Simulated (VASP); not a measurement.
## KCl: single point with PBE

Crystal: KCl.

```
K Cl
1.0
     3.65807    0.00000    0.00000
     0.00000    3.65807    0.00000
     0.00000    0.00000    3.65807
K Cl
1 1
Cartesian
  0.0000 0.0000 0.0000
  1.8290 1.8290 1.8290
```

| Quantity | Value |
| --- | --- |
| Program | VASP 6.6.1 |
| Task | single point |
| Functional | PBE |
| Potentials or basis | VASP PAW PBE potentials, release 64 (K_sv, Cl) |
| Cutoff | 500 eV |
| k mesh | 7 × 7 × 7 |
| Occupations | fermi-dirac, width 0.02 eV |
| Spin | no spin polarisation |

| Item | Value |
| --- | --- |
| Pressure | 3.8 GPa |
| Band gap on the k mesh | 5.50 eV (least direct gap 5.70 eV) |

Levels at points of the mesh, in eV from the valence-band top:
```
           k point  band 4  band 5  band 6  band 7  band 8  band 9  band 10  band 11  band 12  band 13
(0.00, 0.00, 0.00)  -11.16  -11.16   -0.20   -0.20   -0.20    5.50     6.43     6.43    11.05    11.05
```

Wall time 14 s on 1 thread of Intel Xeon 8259CL, with other jobs on the host, peak memory 0.13 GiB.

Caveat: the cell stands under pressure; an odd mesh through Γ misses points on the zone boundary, where band edges can lie.
